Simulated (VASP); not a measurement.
# Si3Te in VASP: a series of runs, part 3 of 3

VASP 6.6.1. The steps go on from the part before.

### 5 Single point, PBE

This run uses another cell than the first one, of 20.62 Å³/atom.

Contents of INCAR:

```
PREC = Accurate
ENCUT = 500
EDIFF = 1E-6
ISMEAR = 0
SIGMA = 0.1
LREAL = F
LASPH = T
NELM = 120
ALGO = Normal
ISIF = 2
LWAVE = F
LCHARG = F
GGA = PE
NBANDS = 17
GGA_COMPAT = F
```

Contents of KPOINTS:

```
Automatic mesh
0
Gamma
  16 16 6
```

Contents of POSCAR:

```
Si3Te
1.0
    3.0824348028      0.0000000000      0.0000000000
    0.0000000000      3.0824348028      0.0000000000
    0.0000000000      0.0000000000      8.6825917088
Si Te
3 1
Direct
    0.0000000000      0.0000000000      0.5000000000
    0.5000000000      0.5000000000      0.3417173564
    0.5000000000      0.5000000000      0.6582826436
    0.0000000000      0.0000000000      0.0000000000
```

Potentials or basis: VASP PAW PBE potentials, release 64 (Si, Te).

Launch:

```sh
$ cat potpaw_PBE.64/Si/POTCAR potpaw_PBE.64/Te/POTCAR > POTCAR
$ mpirun -np 1 vasp_std > vasp.out
```

OUTCAR:

```text
PREC = Accurate
   ENCUT = 500
   EDIFF = 1E-6
   ISMEAR = 0
   LREAL = F
   LASPH = T
   NELM = 120
   ISIF = 2
   GGA = PE

 ion  position               nearest neighbor table
   1  0.000  0.000  0.500-   2 2.58   3 2.58   2 2.58   3 2.58   2 2.58   3 2.58   2 2.58   3 2.58

   2  0.500  0.500  0.342-   1 2.58   1 2.58   1 2.58   1 2.58   3 2.75
   3  0.500  0.500  0.658-   1 2.58   1 2.58   1 2.58   1 2.58   2 2.75
   4  0.000  0.000  0.000-

  LATTYP: Found a simple tetragonal cell.
 ALAT       =     3.0824348028
 C/A-ratio  =     2.8167965470

  Lattice vectors:

 A1 = (   3.0824348028,   0.0000000000,   0.0000000000)
 A2 = (   0.0000000000,   3.0824348028,   0.0000000000)
 A3 = (   0.0000000000,   0.0000000000,   8.6825917088)

Analysis of symmetry for initial positions (statically):
=====================================================================
 Subroutine PRICEL returns:
 Original cell was already a primitive cell.

 Routine SETGRP: Setting up the symmetry group for a
 simple tetragonal supercell.

 Subroutine GETGRP returns: Found 16 space group operations
 (whereof 16 operations were pure point group operations)
 out of a pool of 16 trial point group operations.

The static configuration has the point symmetry D_4h.

Analysis of symmetry for dynamics (positions and initial velocities):
=====================================================================
 Subroutine PRICEL returns:
 Original cell was already a primitive cell.

 Routine SETGRP: Setting up the symmetry group for a
 simple tetragonal supercell.

 Subroutine GETGRP returns: Found 16 space group operations
 (whereof 16 operations were pure point group operations)
 out of a pool of 16 trial point group operations.

The dynamic configuration has the point symmetry D_4h.

 Subroutine INISYM returns: Found 16 space group operations
 (whereof 16 operations are pure point group operations),
 and found     1 'primitive' translations

----------------------------------------------------------------------------------------

                                     Primitive cell

  volume of cell :      82.4968

  direct lattice vectors                    reciprocal lattice vectors
     3.082434803  0.000000000  0.000000000     0.324418865  0.000000000  0.000000000
     0.000000000  3.082434803  0.000000000     0.000000000  0.324418865  0.000000000
     0.000000000  0.000000000  8.682591709     0.000000000  0.000000000  0.115172984

  length of vectors
     3.082434803  3.082434803  8.682591709     0.324418865  0.324418865  0.115172984

  position of ions in fractional coordinates (direct lattice)
     0.000000000  0.000000000  0.500000000
     0.500000000  0.500000000  0.341717356
     0.500000000  0.500000000  0.658282644
     0.000000000  0.000000000  0.000000000

  ion indices of the primitive-cell ions
   primitive index   ion index
                 1           1
                 2           2
                 3           3
                 4           4

----------------------------------------------------------------------------------------

 KPOINTS: Automatic mesh

Automatic generation of k-mesh.
 Grid dimensions read from file:
 generate k-points for:   16   16    6

 Generating k-lattice:

  Cartesian coordinates                     Fractional coordinates (reciprocal lattice)
     0.020276179  0.000000000  0.000000000     0.062500000  0.000000000  0.000000000
     0.000000000  0.020276179  0.000000000     0.000000000  0.062500000  0.000000000
     0.000000000  0.000000000  0.019195497     0.000000000  0.000000000  0.166666667

  Length of vectors
     0.020276179  0.020276179  0.019195497

  Shift w.r.t. Gamma in fractional coordinates (k-lattice)
     0.000000000  0.000000000  0.000000000

 Subroutine IBZKPT returns following result:
 ===========================================

 Found    180 irreducible k-points:

 Following reciprocal coordinates:
            Coordinates               Weight
  0.000000  0.000000  0.000000      1.000000
  0.062500  0.000000  0.000000      4.000000
  0.125000  0.000000  0.000000      4.000000
  0.187500  0.000000  0.000000      4.000000
  0.250000  0.000000  0.000000      4.000000
  0.312500  0.000000  0.000000      4.000000
[... 16 lines left out ...]
  0.437500  0.125000  0.000000      8.000000
  0.500000  0.125000  0.000000      4.000000
 [... further k-points ...]
   k-points           NKPTS =    180   k-points in BZ     NKDIM =    180   number of bands    NBANDS=     17
   number of dos      NEDOS =    301   number of ions     NIONS =      4
   total plane-waves  NPLWV =  36864
   dimension x,y,z NGX =    24 NGY =   24 NGZ =   64
   dimension x,y,z NGXF=    48 NGYF=   48 NGZF=  128
   ions per type =               3   1
   NGX,Y,Z   is equivalent  to a cutoff of  12.94, 12.94, 12.25 a.u.
   NGXF,Y,Z  is equivalent  to a cutoff of  25.89, 25.89, 24.51 a.u.
 SYSTEM =  unknown system
   PREC   = accura    normal or accurate (medium, high low for compatibility)
   ISTART =      0    job   : 0-new  1-cont  2-samecut
   ICHARG =      2    charge: 1-file 2-atom 10-const
   ISPIN  =      1    spin polarized calculation?
   LNONCOLLINEAR =      F non collinear calculations
   LSORBIT =      F    spin-orbit coupling
   LASPH  =      T    aspherical Exc in radial PAW
   ENCUT  =  500.0 eV  36.75 Ry    6.06 a.u.   5.62  5.62 15.83*2*pi/ulx,y,z
   NELM   =    120;   NELMIN=  2; NELMDL= -5     # of ELM steps
   EDIFF  = 0.1E-05   stopping-criterion for ELM
   LREAL  =      F    real-space projection
   EDIFFG = 0.1E-04   stopping-criterion for IOM
   NSW    =      0    number of steps for IOM
   IBRION =     -1    ionic relax: 0-MD 1-quasi-New 2-CG
   NFREE  =      0    steps in history (QN), initial steepest desc. (CG)
   ISIF   =      2    stress and relaxation
   ISYM   =      2    0-nonsym 1-usesym 2-fastsym
   POTIM  = 0.5000    time-step for ionic-motion
   TEBEG  =    0.0;   TEEND  =   0.0 temperature during run
   PSTRESS=    0.0 pullay stress
   NELECT =      18.0000    total number of electrons
   NUPDOWN=      -1.0000    fix difference up-down
   EMIN   =  10.00;   EMAX   =-10.00  energy-range for DOS
   EFERMI =   0.00;   METHOD = LEGACY
   ISMEAR =     0;   SIGMA  =   0.10  broadening in eV -4-tet -1-fermi 0-gaus
   EFERMI_NEDOS =   21; number of points for ismear=-14 and -15
   IALGO  =     38    algorithm
   IMIX   =      4    mixing-type and parameters
     AMIX     =   0.40;   BMIX     =  1.00
     AMIX_MAG =   1.60;   BMIX_MAG =  1.00
  volume/ion in A,a.u.               =      20.62       139.18
  Fermi-wavevector in a.u.,A,eV,Ry     =   0.985568  1.862454 13.215942  0.971344
  Thomas-Fermi vector in A             =   2.116885
   LORBIT       =      0    0 simple, 1 ext, 2 COOP (PROOUT), +10 PAW based schemes
   GGA     = PE    functional components
   LHFCALC =     F    Hartree Fock is set to
   AEXX    =    0.0000 exact exchange contribution
   IVDW    =     0    specifies the selected vdW correction
   LEPSILON=     F    determine dielectric tensor
   LRPA    =     F    only Hartree local field effects (RPA)
 non-spin polarized calculation
 Gauss-broadening in eV      SIGMA  =   0.10
  energy-cutoff  :      500.00
  volume of cell :       82.50
 maximum number of plane-waves:      2128
 NGX is ok and might be reduce to    24
   NGX = 11   NGY = 11   NGZ = 31

 number of electron      18.0000000 magnetization

 Free energy of the ion-electron system (eV)
  ---------------------------------------------------
  ext. energy  EPLUGINS =         0.00000000
  ---------------------------------------------------
  free energy    TOTEN  =       -17.31944543 eV

  energy without entropy =      -17.30997057  energy(sigma->0) =      -17.31470800

 E-fermi :   7.2631     XC(G=0): -10.0753

 val. band max:        7.2458167073   @ k =   0.5000   0.5000   0.1667
 cond. band min:       7.2670560772   @ k =   0.5000   0.1875   0.0000
 fundamental gap:      0.0212393700
 Fermi energy:         7.2631423265

 k-point     1 :       0.0000    0.0000    0.0000
  band No.  band energies     occupation
      1      -6.3030      2.00000
      2      -5.5746      2.00000
      3      -2.1189      2.00000
      4       3.2145      2.00000
      5       3.5358      2.00000
      6       7.3126      0.48412
[... 457 lines left out ...]
      4       1.2564      2.00000
      5       1.7194      2.00000
      6       2.4514      2.00000
[... 9 lines left out ...]
     16      14.8339      0.00000
     17      15.6759      0.00000

 [... further k-points ...]

------------------------ aborting loop because EDIFF is reached ----------------------------------------

  FORCE on cell =-STRESS in cart. coord.  units (eV):
  Direction    XX          YY          ZZ          XY          YZ          ZX
  --------------------------------------------------------------------------------------
  -------------------------------------------------------------------------------------
  Total        0.0049214      0.0049214     -0.0158193      0.0000000      0.0000000      0.0000000
  in kB        0.0955784      0.0955784     -0.3072282      0.0000000      0.0000000      0.0000000
  external PRESSURE =      -0.0386904 kB  Pullay stress =       0.0000000 kB

 VOLUME and BASIS-vectors are now :
 -----------------------------------------------------------------------------
  energy-cutoff  :      500.00
  volume of cell :       82.50
      direct lattice vectors                 reciprocal lattice vectors
     3.082434803  0.000000000  0.000000000     0.324418865  0.000000000  0.000000000
     0.000000000  3.082434803  0.000000000     0.000000000  0.324418865  0.000000000
     0.000000000  0.000000000  8.682591709     0.000000000  0.000000000  0.115172984

 POSITION                                       TOTAL-FORCE (eV/Angst)
 -----------------------------------------------------------------------------------
      0.00000      0.00000      4.34130         0.000000      0.000000      0.000000
      1.54122      1.54122      2.96699         0.000000     -0.000000      0.008069
      1.54122      1.54122      5.71560         0.000000      0.000000     -0.008069
      0.00000      0.00000      0.00000         0.000000      0.000000      0.000000
 -----------------------------------------------------------------------------------
    total drift:                               -0.000000     -0.000000      0.000000

  FREE ENERGIE OF THE ION-ELECTRON SYSTEM (eV)
  ---------------------------------------------------
  free  energy   TOTEN  =       -17.3194454299 eV

  energy  without entropy=      -17.3099705712  energy(sigma->0) =      -17.31470800
```

OSZICAR:

```text
N       E                     dE             d eps       ncg     rms          rms(c)
DAV:   1     0.350290761188E+02    0.35029E+02   -0.65288E+03  6120   0.831E+02
DAV:   2    -0.160275101425E+02   -0.51057E+02   -0.48448E+02  8293   0.128E+02
DAV:   3    -0.180913213592E+02   -0.20638E+01   -0.20260E+01  7785   0.232E+01
DAV:   4    -0.181130859088E+02   -0.21765E-01   -0.21749E-01  7727   0.300E+00
DAV:   5    -0.181134040165E+02   -0.31811E-03   -0.31808E-03  7889   0.353E-01    0.701E+00
DAV:   6    -0.175037494700E+02    0.60965E+00   -0.60079E+00  7562   0.795E+00    0.585E+00
DAV:   7    -0.173260849449E+02    0.17766E+00   -0.50859E-01  7276   0.338E+00    0.406E+00
DAV:   8    -0.173334763252E+02   -0.73914E-02   -0.16001E-01  7842   0.177E+00    0.897E-01
DAV:   9    -0.173193722343E+02    0.14104E-01   -0.44202E-02  7319   0.102E+00    0.353E-01
DAV:  10    -0.173194590077E+02   -0.86773E-04   -0.32675E-03  7279   0.299E-01    0.179E-01
DAV:  11    -0.173194486396E+02    0.10368E-04   -0.42647E-04  8487   0.996E-02    0.534E-02
DAV:  12    -0.173194447747E+02    0.38649E-05   -0.49015E-05  7602   0.383E-02    0.184E-02
DAV:  13    -0.173194454299E+02   -0.65521E-06   -0.40589E-06  7280   0.113E-02
   1 F= -.17319445E+02 E0= -.17314708E+02  d E =-.947486E-02
```

stdout:

```text
POSCAR found type information on POSCAR SiTe
 POSCAR found :  2 types and       4 ions
 scaLAPACK will be used
 LDA part: xc-table for (Slater+PW92), standard interpolation
 POSCAR, INCAR and KPOINTS ok, starting setup
 FFT: planning ... GRIDC
 FFT: planning ... GRID_SOFT
 FFT: planning ... GRID
 WAVECAR not read
 entering main loop
```

Run time: 4.6 min. Hardware: 1 thread of Intel Xeon 8259CL, shared host; peak memory 0.31 GiB.

Results:

| Quantity | Value |
| --- | --- |
| Free energy | -17.3194 eV |
| Pressure | 0.0 GPa |
| Largest force | 0.008 eV/Å |
| Band gap on the k mesh | zero (bands 9 and 10 overlap by 4.77 eV) |

Forces on the atoms (eV/Å):
```
Si   0.000  0.000  0.000
Si   0.000  0.000  0.008
Si   0.000  0.000 -0.008
Te   0.000  0.000  0.000
```

Caveat: spin-orbit coupling is left out, which moves the levels of the heavy elements.

### 6 Single point, PBE

This run uses another cell than the first one, of 20.62 Å³/atom.

Contents of INCAR:

```
SYSTEM = Si3Te
PREC     = Accurate       ! precision mode
ENCUT    = 500            ! plane-wave cutoff, eV
EDIFF    = 1E-6           ! SCF threshold, eV
ISMEAR   = 0              ! smearing method
SIGMA    = 0.1            ! smearing width, eV
LREAL    = .False.        ! projectors in reciprocal space
LASPH    = .True.         ! aspherical terms in the spheres
NELM     = 120            ! most SCF steps
ALGO     = Normal         ! electronic algorithm
ISIF     = 2              ! what is computed and relaxed
LWAVE    = .False.        ! write WAVECAR
LCHARG   = .False.        ! write CHGCAR
GGA      = PE             ! functional
NBANDS   = 17             ! bands
GGA_COMPAT= .False.
```

Contents of KPOINTS:

```
regular mesh
0
Gamma
  16 16 6
  0 0 0
```

POSCAR is that of step 5.

Potentials or basis: VASP PAW PBE potentials, release 64 (Si, Te).

Launch:

```sh
$ cat potpaw_PBE.64/Si/POTCAR potpaw_PBE.64/Te/POTCAR > POTCAR
$ mpirun -np 1 vasp_std > vasp.out
```

It took 4.6 min on 1 thread of Intel Xeon 8259CL, shared host; peak memory 0.31 GiB.

It converged, with:

```
Free energy            : -17.3194 eV
Pressure               : 0.0 GPa
Largest force          : 0.008 eV/Å
Band gap on the k mesh : zero (bands 9 and 10 overlap by 4.77 eV)
```

Forces on the atoms (eV/Å):
```
Si   0.000  0.000  0.000
Si   0.000  0.000  0.008
Si   0.000  0.000 -0.008
Te   0.000  0.000  0.000
```

Levels at points of the mesh, in eV from the Fermi level:
```tsv
k point	band 5	band 6	band 7	band 8	band 9	band 10	band 11	band 12	band 13	band 14
(0.00, 0.00, 0.00)	-3.73	0.05	0.05	2.42	2.52	2.64	2.64	3.07	3.94	3.94
(0.50, 0.00, 0.00)	-5.75	-5.04	-1.28	-1.21	1.17	1.51	3.30	3.57	4.39	5.94
(0.50, 0.50, 0.00)	-5.56	-3.74	-3.74	-3.21	-1.86	-1.86	-1.03	-0.10	1.01	3.66
(0.00, 0.00, 0.50)	-0.78	0.06	0.06	0.17	2.51	2.51	2.53	3.07	4.17	4.17
(0.50, 0.00, 0.50)	-4.98	-4.73	-2.23	-2.18	2.91	3.02	3.30	3.59	4.36	5.22
(0.50, 0.50, 0.50)	-5.59	-3.87	-3.87	-3.27	-1.59	-1.59	-0.52	0.27	0.27	2.51
```

Caveat: spin-orbit coupling is left out, which moves the levels of the heavy elements.

### 7 The runs side by side

```tsv
task	cell	k mesh	smearing	gap on the mesh (eV)	pressure (GPa)	largest force (eV/Å)
relaxation of cell and atoms	relaxed from a = 3.066, b = 3.066, c = 8.292 Å, 4 atoms, atomic positions A	6 × 6 × 2	gaussian 0.1 eV	none	-0.1	0.03
single point	a = 3.082, b = 3.082, c = 17.365 Å, 8 atoms, atomic positions B	8 × 8 × 2	gaussian 0.2 eV	none	0.3	0.16
single point	a = 3.225, b = 3.225, c = 16.189 Å, angles 89.3, 89.6, 90.0°, 8 atoms, atomic positions C	6 × 6 × 1	gaussian 0.1 eV	none	-0.1	0.03
single point	a = 3.082, b = 3.082, c = 8.683 Å, 4 atoms, atomic positions D	16 × 16 × 6	gaussian 0.1 eV	none	0.0	0.01
```

Alike in all rows: level PBE; potentials or basis VASP PAW PBE potentials, release 64 (Si, Te); no spin polarisation; cutoff (eV) 500.

Caveats: some runs use coarse meshes; spin-orbit coupling is left out, which moves the levels of the heavy elements; a cell axis changed by over 15 % at a fixed basis, so the end point is rough (at least some runs).

Total energies depend on the potentials used, so only differences within one code and one set of settings carry meaning.

The gap in the log of VASP goes by the Fermi energy; the results here count the filled bands.